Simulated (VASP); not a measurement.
Runs of VASP 6.6.1 on K. The structure is that of space group Fm-3m (No. 225), or close to it. The cells are those of the table. 

| cell | k mesh | gap on the mesh (eV) | pressure (GPa) |
| --- | --- | --- | --- |
| a = 4.753 Å, angles 60.0°, 1 atom | 8 × 8 × 8 | none | 0.0 |
| a = 4.877 Å, angles 60.0°, 1 atom | 9 × 9 × 9 | none | (a) |
| a = 4.753 Å, angles 60.0°, 1 atom | 9 × 9 × 9 | none | 0.0 |
| a = 4.816 Å, angles 60.0°, 1 atom | 9 × 9 × 9 | none | -0.1 |
| a = 4.689 Å, angles 60.0°, 1 atom | 9 × 9 × 9 | none | 0.1 |

Alike in all rows: task single point; level BLYP; potentials or basis VASP PAW PBE potentials, release 64 (K_sv); no spin polarisation; cutoff (eV) 520; smearing fermi-dirac 0.1 eV.

**Question.** Fill in the values left out.

**Answer.** (a) -0.2.

Caveats: the PAW data sets were made with another functional, which shifts forces and pressure a little.

A gap of «none» marks levels without a gap at the run's occupations.
